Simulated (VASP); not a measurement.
# Ge (Fd-3m) in VASP: further runs, part 2 of 2

VASP 6.6.1. The steps go on from the part before.

## 4. Single point, PBE

INCAR reads:

```
ALGO = Normal
EDIFF = 1E-6
ENCUT = 520
GGA = PE
ISIF = 2
ISMEAR = 0
ISYM = 0
LASPH = T
LCHARG = F
LREAL = F
LWAVE = F
NBANDS = 21
NELM = 80
PREC = Accurate
SIGMA = 0.1
```

KPOINTS reads:

```
k-points
0
Gamma
  9 9 10
```

POSCAR reads:

```
Ge
1.0
    4.0736913413      0.0000000000      0.0000000000
   -2.0368456706      3.5279201887      0.0000000000
    2.0368456706      1.1759733962      3.3261550519
Ge
2
Direct
    0.0000000000      0.5000000000      0.5000000000
    0.5000000000      0.2500000000      0.2500000000
```

Potentials or basis: VASP PAW PBE potentials, release 64 (Ge_d).

The run is started by

```
> cat potpaw_PBE.64/Ge_d/POTCAR > POTCAR
> mpirun -np 1 vasp_std > vasp.out
```

OUTCAR:

```text
EDIFF = 1E-6
   ENCUT = 520
   GGA = PE
   ISIF = 2
   ISMEAR = 0
   ISYM = 0
   LASPH = T
   LREAL = F
   NELM = 80
   PREC = Accurate

 ion  position               nearest neighbor table
   1  0.000  0.500  0.500-   2 2.49   2 2.49   2 2.49   2 2.49
   2  0.500  0.250  0.250-   1 2.49   1 2.49   1 2.49   1 2.49

IMPORTANT INFORMATION: All symmetrisations will be switched off!
NOSYMM: (Re-)initialisation of all symmetry stuff for point group C_1.

----------------------------------------------------------------------------------------

                                     Primitive cell

  volume of cell :      47.8024

  direct lattice vectors                    reciprocal lattice vectors
     4.073691341  0.000000000  0.000000000     0.245477606  0.141726562 -0.200431626
    -2.036845671  3.527920189  0.000000000     0.000000000  0.283453124 -0.100215813
     2.036845671  1.175973396  3.326155052     0.000000000  0.000000000  0.300647440

  length of vectors
     4.073691341  4.073691341  4.073691341     0.347157760  0.300647440  0.300647440

  position of ions in fractional coordinates (direct lattice)
[... 142 lines left out ...]
  ---------------------------------------------------
  ext. energy  EPLUGINS =         0.00000000
  ---------------------------------------------------
  free energy    TOTEN  =        -9.03309624 eV

  energy without entropy =       -9.03263712  energy(sigma->0) =       -9.03286668

 E-fermi :   4.4552     XC(G=0):  -9.6696

 val. band max:        4.2652626254   @ k =   0.0000   0.0000   0.1000
 cond. band min:       4.4783077130   @ k =   0.0000   0.0000   0.0000
 fundamental gap:      0.2130450876
 Fermi energy:         4.4551973282

 k-point     1 :       0.0000    0.0000    0.0000
  band No.  band energies     occupation
      1     -20.2671      2.00000
      2     -20.2668      2.00000
      3     -20.2666      2.00000
      4     -20.2348      2.00000
      5     -20.2346      2.00000
      6     -20.0519      2.00000
[... 565 lines left out ...]
     20      13.3194      0.00000
     21      13.3194      0.00000

 [... further k-points ...]
[... 5 lines left out ...]
  --------------------------------------------------------------------------------------
  -------------------------------------------------------------------------------------
  Total       -0.0299120     -0.0309600     -0.0447642      0.0008584      0.0019125      0.0032889
  in kB       -1.0025511     -1.0376771     -1.5003495      0.0287723      0.0641003      0.1102324
  external PRESSURE =      -1.1801926 kB  Pullay stress =       0.0000000 kB

 VOLUME and BASIS-vectors are now :
 -----------------------------------------------------------------------------
  energy-cutoff  :      520.00
  volume of cell :       47.80
      direct lattice vectors                 reciprocal lattice vectors
     4.073691341  0.000000000  0.000000000     0.245477606  0.141726562 -0.200431626
    -2.036845671  3.527920189  0.000000000     0.000000000  0.283453124 -0.100215813
     2.036845671  1.175973396  3.326155052     0.000000000  0.000000000  0.300647440

 POSITION                                       TOTAL-FORCE (eV/Angst)
 -----------------------------------------------------------------------------------
      0.00000      2.35195      1.66308         0.000549      0.000330     -0.002050
      2.03685      1.17597      0.83154        -0.000549     -0.000330      0.002050
 -----------------------------------------------------------------------------------
    total drift:                               -0.000001      0.000003      0.000004

  FREE ENERGIE OF THE ION-ELECTRON SYSTEM (eV)
  ---------------------------------------------------
  free  energy   TOTEN  =        -9.0330962440 eV

  energy  without entropy=       -9.0326371231  energy(sigma->0) =       -9.03286668
```

It took 3 min on 1 thread of AMD EPYC 9R14 (Zen 4), shared host; peak memory 0.38 GiB.

Results:

```yaml
Free_energy: -9.0331 eV
Pressure: -0.1 GPa
Band_gap_on_the_k_mesh: zero (filled and empty bands touch)
```

## 5. Single point, PBE

This run uses another cell than the first one, of 22.64 Å³/atom, 0.947 times its volume.

INCAR reads:

```
SYSTEM = Ge
PREC     = Accurate       ! precision mode
ENCUT    = 500            ! plane-wave cutoff, eV
EDIFF    = 1E-6           ! SCF threshold, eV
ISMEAR   = 0              ! smearing method
SIGMA    = 0.1            ! smearing width, eV
LREAL    = .False.        ! projectors in reciprocal space
LASPH    = .True.         ! aspherical terms in the spheres
NELM     = 120            ! most SCF steps
ALGO     = Normal         ! electronic algorithm
ISIF     = 2              ! what is computed and relaxed
LWAVE    = .False.        ! write WAVECAR
LCHARG   = .False.        ! write CHGCAR
GGA      = PE             ! functional
NBANDS   = 21             ! bands
GGA_COMPAT= .False.
```

KPOINTS reads:

```
regular mesh
0
Gamma
  6 6 6
  0 0 0
```

POSCAR reads:

```
Ge
1.0
    0.0000000000     -2.8287700000     -2.8287700000
    2.8287700000      0.0000000000     -2.8287700000
    2.8287700000     -2.8287700000      0.0000000000
Ge
2
Direct
    0.0000000000      0.0000000000      0.0000000000
    0.7500000000      0.7500000000      0.7500000000
```

The run is started by

```
> cat potpaw_PBE.64/Ge_d/POTCAR > POTCAR
> mpirun -np 1 vasp_std > vasp.out
```

Run time: 6.9 s. Hardware: 1 thread of AMD EPYC 9R45 (Zen 5), shared host; peak memory 0.13 GiB.

Results (log left out):

```
Free energy : -8.9649 eV
Pressure    : 3.5 GPa
```

Levels at points of the mesh, in eV from the Fermi level:
```tsv
k point	band 10	band 11	band 12	band 13	band 14	band 15	band 16	band 17	band 18	band 19
(0.00, 0.00, 0.00)	-24.60	-12.83	-0.05	-0.05	-0.05	-0.01	2.50	2.50	2.50	6.38
(0.50, 0.00, 0.00)	-24.58	-10.74	-7.65	-1.46	-1.46	0.13	3.69	3.69	7.08	10.52
(0.50, 0.50, 0.00)	-24.56	-8.94	-8.94	-3.13	-3.13	0.70	0.70	9.47	9.47	11.56
```

## 6. Single point, PBE

INCAR reads:

```
PREC = Accurate ; ENCUT = 500
EDIFF = 1E-6 ; ISMEAR = -4
SIGMA = 0.1 ; LREAL = F
LASPH = T ; NELM = 120
ALGO = Normal ; ISIF = 2
LWAVE = F ; LCHARG = T
GGA = PE ; LELF = T
LVHAR = T ; NBANDS = 21
GGA_COMPAT = F
```

KPOINTS reads:

```
Automatic mesh
0
Gamma
  14 14 14
```

POSCAR reads:

```
Ge
1.0
    0.0000000000      2.8805347719      2.8805347719
    2.8805347719      0.0000000000      2.8805347719
    2.8805347719      2.8805347719      0.0000000000
Ge
2
Direct
    0.5000000000      0.5000000000      0.5000000000
    0.7500000000      0.7500000000      0.7500000000
```

Potentials or basis: VASP PAW PBE potentials, release 64 (Ge_d).

The run is started by

```
> cat potpaw_PBE.64/Ge_d/POTCAR > POTCAR
> mpirun -np 1 vasp_std > vasp.out
```

It took 2.3 min on 1 thread of Intel Xeon 8259CL, shared host; peak memory 0.22 GiB.

The run converged. Its results:

```
Free energy            : -9.0364 eV
Pressure               : -0.2 GPa
Band gap on the k mesh : zero (filled and empty bands touch)
```

Levels at points of the mesh, in eV from the Fermi level:
| k point | band 10 | band 11 | band 12 | band 13 | band 14 | band 15 | band 16 | band 17 | band 18 | band 19 |
| --- | --- | --- | --- | --- | --- | --- | --- | --- | --- | --- |
| (0.00, 0.00, 0.00) | -24.52 | -12.37 | -0.45 | 0.00 | 0.00 | 0.00 | 2.53 | 2.53 | 2.53 | 6.30 |
| (0.50, 0.00, 0.00) | -24.50 | -10.41 | -7.36 | -1.32 | -1.32 | 0.03 | 3.72 | 3.72 | 7.10 | 10.23 |
| (0.50, 0.50, 0.00) | -24.48 | -8.69 | -8.69 | -2.89 | -2.89 | 0.82 | 0.82 | 9.07 | 9.07 | 11.08 |

## 7. Overview

```csv
cell,k mesh,cutoff (eV),smearing,gap on the mesh (eV),pressure (GPa)
"a = 4.074 Å, angles 60.0°, 2 atoms",14 × 14 × 14,520,gaussian 0.1 eV,none,-0.1
"a = 4.074, b = 4.074, c = 5.761 Å, 4 atoms",8 × 8 × 6,520,gaussian 0.15 eV,none,0.0
"a = 4.074 Å, angles 90.0, 60.0, 120.0°, 2 atoms",9 × 9 × 10,520,gaussian 0.1 eV,none,-0.1
"a = 4.000 Å, angles 60.0°, 2 atoms",6 × 6 × 6,500,gaussian 0.1 eV,-,3.5
"a = 4.074 Å, angles 60.0°, 2 atoms",14 × 14 × 14,500,tetrahedron,none,-0.2
```

Alike in all rows: task single point; level PBE; potentials or basis VASP PAW PBE potentials, release 64 (Ge_d); no spin polarisation.

Total energies depend on the potentials used, so only differences within one code and one set of settings carry meaning.

## 8. How close it comes

Step 2. Measured gap of Ge: 0.807 eV (direct; 300 K; “Electronic and optical properties of SixGe1-x-ySny alloys lattice-matched to Ge”, 2021, arxiv:2109.02782). This calculation gives 0.00 eV (-0.81 eV). 3 values of this kind are on record (0.666 to 0.807 eV); this one was drawn at random among those near their median. Spin-orbit coupling on Ge is left out. The value is that of PBE on a finite k mesh, which can miss the band edges, without temperature or zero-point motion. Semilocal functionals fall short of measured gaps as a rule.

Step 4. A measured gap of Ge is 0.807 eV (direct; 300 K; “Electronic and optical properties of SixGe1-x-ySny alloys lattice-matched to Ge”, 2021, arxiv:2109.02782); the calculated 0.00 eV misses it by -0.81 eV. 3 values of this kind are on record (0.666 to 0.807 eV); this one was drawn at random among those near their median. Spin-orbit coupling on Ge is left out. The value is that of PBE on a finite k mesh, which can miss the band edges, without temperature or zero-point motion. Semilocal functionals fall short of measured gaps as a rule.

Step 6. Measured gap of Ge: 0.666 eV (indirect; 293 K; “Electronic and optical properties of SixGe1-x-ySny alloys lattice-matched to Ge”, 2021, arxiv:2109.02782). This calculation gives 0.00 eV (-0.67 eV). 3 values of this kind are on record (0.666 to 0.807 eV); this one was drawn at random among those near their median. Spin-orbit coupling on Ge is left out. The value is that of PBE on a finite k mesh, which can miss the band edges, without temperature or zero-point motion. Semilocal functionals fall short of measured gaps as a rule.
